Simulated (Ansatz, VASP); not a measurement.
One calculation of SnO2, two programs

```
CELL_PARAMETERS angstrom
-2.00007 2.00007 5.12368
2.00007 -2.00007 5.12368
2.00007 2.00007 -5.12368
ATOMIC_POSITIONS crystal
Sn 0.75000 0.25000 0.50000
Sn 0.00000 0.00000 0.00000
O 0.79652 0.79652 0.00000
O 0.20348 0.20348 0.00000
O 0.95348 0.45348 0.50000
O 0.54652 0.04652 0.50000
```

Alike in both runs: task single point; functional PBEsol; k mesh 6 × 6 × 6; no spin polarisation.

|  | VASP | Ansatz |
| --- | --- | --- |
| version | VASP 6.6.1 | Ansatz 0.2.0 |
| potentials or method | VASP PAW PBE potentials, release 64 (Sn_d, O), cutoff 600 eV | plane waves, PAW |
| occupations | gaussian, width 0.01 eV | fixed |
| valence electrons in the cell | 52 | 52 |

```tsv
	VASP	Ansatz	Ansatz less VASP
pressure (GPa)	1.1	0.7	-0.46
traceless stress, the component that is largest in VASP (GPa)	-0.60	-0.76	-0.165
```

VASP's potentials were made for PBE, not for PBEsol.
